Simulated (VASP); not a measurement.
Here is a VASP 6.6.1 calculation.

The input POSCAR:

```
Ru
1.0
   -1.5050000000      1.5050000000      1.5050000000
    1.5050000000     -1.5050000000      1.5050000000
    1.5050000000      1.5050000000     -1.5050000000
Ru
1
Direct
    0.0000000000      0.0000000000      0.0000000000
```

Contents of INCAR.step1:

```
SYSTEM = Ru
ALGO     = Normal         ! electronic algorithm
EDIFF    = 1E-5           ! SCF threshold, eV
EDIFFG   = -0.005         ! ionic threshold
ENCUT    = 550            ! plane-wave cutoff, eV
GGA      = PE             ! functional
GGA_COMPAT= .False.      
IBRION   = 2              ! ionic algorithm
ISIF     = 3              ! what is computed and relaxed
ISMEAR   = 0              ! smearing method
LASPH    = .True.         ! aspherical terms in the spheres
LCHARG   = .False.        ! write CHGCAR
LREAL    = .False.        ! projectors in reciprocal space
LWAVE    = .True.         ! write WAVECAR
NELM     = 120            ! most SCF steps
NELMIN   = 4            
NSW      = 100            ! ionic steps
PREC     = Accurate       ! precision mode
SIGMA    = 0.05           ! smearing width, eV
```

File INCAR.step2:

```
SYSTEM = Ru
ALGO     = Normal         ! electronic algorithm
EDIFF    = 1E-7           ! SCF threshold, eV
EDIFFG   = -0.01          ! ionic threshold
ENCUT    = 550            ! plane-wave cutoff, eV
GGA_COMPAT= .False.      
IBRION   = 2              ! ionic algorithm
ISIF     = 3              ! what is computed and relaxed
ISMEAR   = 0              ! smearing method
ISTART   = 1            
LASPH    = .True.         ! aspherical terms in the spheres
LCHARG   = .False.        ! write CHGCAR
LMIXTAU  = .True.       
LREAL    = .False.        ! projectors in reciprocal space
LWAVE    = .False.        ! write WAVECAR
METAGGA  = R2SCAN         ! meta-GGA
NELM     = 120            ! most SCF steps
NELMIN   = 4            
NSW      = 80             ! ionic steps
PREC     = Accurate       ! precision mode
SIGMA    = 0.05           ! smearing width, eV
```

File KPOINTS:

```
k-points
0
Gamma
  12 12 12
  0 0 0
```

Potentials or basis: VASP PAW PBE potentials, release 64 (Ru_pv).

Launch:

```console
$ cat potpaw_PBE.64/Ru_pv/POTCAR > POTCAR
$ cp INCAR.step1 INCAR
$ mpirun -np 1 vasp_std > vasp.out
$ cp INCAR.step2 INCAR
$ mpirun -np 1 vasp_std > vasp.out
```

(1) Predict the relaxed cell.

(2) What does it give for the relaxed volume?

(3) Predict the space group after relaxing (to 0.1 Å).

## Answers

(1) a = 2.629 Å, b = 2.629 Å, c = 2.629 Å, α = 109.47°, β = 109.47°, γ = 109.47°.

(2) 13.99 Å³/atom.

(3) Im-3m (No. 229).

Caveat: the PAW data sets were made with another functional, which shifts forces and pressure a little.
